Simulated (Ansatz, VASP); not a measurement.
## Two plane-wave programs on Ir

INCAR

```
  PREC = Accurate
  ENCUT = 600
  EDIFF = 1E-6
  ISMEAR = 0
  SIGMA = 0.1
  LREAL = F
  LASPH = T
  NELM = 60
  ALGO = Fast
  ISIF = 3
  LWAVE = F
  LCHARG = F
  GGA = PE
  IBRION = 2
  NSW = 100
  EDIFFG = -0.005
```

Contents of KPOINTS:

```
Automatic mesh
0
Gamma
  18 18 18
```

Contents of POSCAR:

```
Ir
1.0
    0.0000000000      1.9379712976      1.9379712976
    1.9379712976      0.0000000000      1.9379712976
    1.9379712976      1.9379712976      0.0000000000
Ir
1
Direct
    0.0000000000      0.0000000000      0.0000000000
```

Input for Ansatz:

```yaml
crystal:
  lattice:
    - [0.0, 1.9379712974, 1.9379712974]
    - [1.9379712974, 0.0, 1.9379712974]
    - [1.9379712974, 1.9379712974, 0.0]
  atoms:
    - { symbol: Ir, position: [0.0, 0.0, 0.0] }
basis:
  ecutwfc: 420
kpoints:
  mp_grid: { grid: [18, 18, 18] }
hamiltonian:
  xc: pbe
scf:
  occupations: { method: gaussian, width: 0.1 }
output:
  forces: true
  stress: true
  eigenvalues: true
  write_density: true
  write_potential: true
  elf: true
  volumetric_format: npy
relax:
  adjacent_minimum: "off"
  f_tol: 0.005
  max_steps: 80
  cell: { stress_tol: 0.05 }
```

Alike in both runs: task relaxation of cell and atoms; functional PBE; k mesh 18 × 18 × 18; occupations gaussian, width 0.1 eV; no spin polarisation.

|  | VASP | Ansatz |
| --- | --- | --- |
| version | VASP 6.6.1 | Ansatz 0.2.0 |
| potentials or method | VASP PAW PBE potentials, release 64 (Ir), cutoff 600 eV | scalar-relativistic, plane waves, PAW |
| valence electrons in the cell | 9 | 17 |

Ansatz gave:

| Quantity | Value |
| --- | --- |
| gap on the k mesh at the Fermi level, each at its own relaxed structure (eV) | none |
| relaxed volume (Å³/atom) | 14.50 |
| relaxed cell length with the largest relative difference (Å) | 2.737 |

Problem. What did VASP give for the same quantities?

Solution. gap on the k mesh at the Fermi level, each at its own relaxed structure (eV): none; relaxed volume (Å³/atom): 14.52; relaxed cell length with the largest relative difference (Å): 2.738.

A gap of «none» marks a metal or a gap that the smearing closes. VASP's potentials hold 9 valence electrons a cell and Ansatz's 17, so a difference there can come from the potentials and not from the codes.

Neither program's run includes spin-orbit coupling.
